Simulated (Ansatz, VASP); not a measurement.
AlN in VASP and in Ansatz

INCAR

```
ALGO = Normal
EDIFF = 1E-6
ENCUT = 520
GGA = PE
ISIF = 2
ISMEAR = 0
LASPH = T
LCHARG = F
LREAL = F
LWAVE = F
NBANDS = 11
NELM = 100
PREC = Accurate
SIGMA = 0.1
```

The input KPOINTS:

```
k-points
0
Gamma
  8 8 8
```

File POSCAR:

```
AlN
1.0
    0.0000000000      2.0353218852      2.0353218852
    2.0353218852      0.0000000000      2.0353218852
    2.0353218852      2.0353218852      0.0000000000
Al N
1 1
Direct
    0.5000000000      0.5000000000      0.5000000000
    0.0000000000      0.0000000000      0.0000000000
```

Input for Ansatz:

```yaml
crystal:
  lattice:
    - [0.0, 2.0353218852, 2.0353218852]
    - [2.0353218852, 0.0, 2.0353218852]
    - [2.0353218852, 2.0353218852, 0.0]
  atoms:
    - { symbol: Al, position: [0.5, 0.5, 0.5] }
    - { symbol: "N", position: [0.0, 0.0, 0.0] }
basis:
  ecutwfc: 420
kpoints:
  mp_grid: { grid: [8, 8, 8] }
hamiltonian:
  xc: pbe
scf:
  occupations: { method: gaussian, width: 0.1 }
  lower_state_search: "off"
output:
  forces: true
  stress: true
  eigenvalues: true
```

Change from the starting cell: the structure that the rattled cell fell into.

Alike in both runs: task single point; functional PBE; k mesh 8 × 8 × 8; occupations gaussian, width 0.1 eV; no spin polarisation.

|  | VASP | Ansatz |
| --- | --- | --- |
| version | VASP 6.6.1 | Ansatz 0.2.0 |
| potentials or method | VASP PAW PBE potentials, release 64 (Al, N), cutoff 520 eV | scalar-relativistic, plane waves, PAW |
| valence electrons in the cell | 8 | 8 |

```csv
,VASP,Ansatz,Ansatz less VASP
gap on the k mesh at the Fermi level (eV),4.41,4.43,+0.022
least direct gap on the mesh (eV),5.39,5.38,-0.010
pressure (GPa),-0.3,0.0,+0.27
```
